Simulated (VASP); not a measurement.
Wanted: the native input for a VASP 6.6.1 run.

| Property | Result |
| --- | --- |
| Task | single point |
| Functional | PBEsol |
| Dispersion | D3(BJ) |
| Potentials or basis | VASP PAW PBE potentials, release 64 (In_d, Se) |
| Cutoff | 520 eV |
| k mesh | 10 × 10 × 10 |
| Occupations | gaussian, width 0.15 eV |
| Spin | no spin polarisation |
| Dipole correction | no |
| Further INCAR settings | ALGO = Normal; EDIFF = 1e-06; NBANDS = 30 |

The structure of In3Se lies in POSCAR:

```
In3Se
1.0
    4.5878535042      0.0000000000      0.0000000000
    0.0000000000      4.5878535042     -0.1146963376
    0.0000000000     -0.1146963376      4.5878535042
In Se
3 1
Direct
    0.0000000000      0.5000000000      0.5000000000
    0.5000000000      0.0000000000      0.5000000000
    0.5000000000      0.5000000000      0.0000000000
    0.0000000000      0.0000000000      0.0000000000
```

This cell differs from its parent crystal: strain -0.0500 x Voigt [0, 0, 0, 1, 0, 0].

One way to write it, as run:

INCAR

```
ALGO = Normal ; EDIFF = 1E-6
ENCUT = 520 ; GGA = PS
ISIF = 2 ; ISMEAR = 0
IVDW = 12 ; LASPH = T
LCHARG = F ; LREAL = F
LWAVE = F ; NBANDS = 30
NELM = 60 ; PREC = Accurate
SIGMA = 0.15
```

KPOINTS

```
k-points
0
Gamma
  10 10 10
```

Potentials or basis: VASP PAW PBE potentials, release 64 (In_d, Se).

Command:

```console
$ cat potpaw_PBE.64/In_d/POTCAR potpaw_PBE.64/Se/POTCAR > POTCAR
$ mpirun -np 1 vasp_std > vasp.out
```

It gave:

The pressure is 0.0 GPa, the band gap on the k mesh is zero (an odd number of electrons rules out a gap without spin polarisation) and the dispersion energy per atom is -0.370 eV.

Caveat: the cell differs from its parent crystal (strain -0.0500 x Voigt [0, 0, 0, 1, 0, 0]); the PAW data sets were made with another functional, which shifts forces and pressure a little; spin-orbit coupling is left out, which moves the levels of the heavy elements.

Run time: 2.7 min on 1 thread of Intel(R) Xeon(R) 6975P-C (Granite Rapids), on a shared host, peak memory 0.55 GiB.
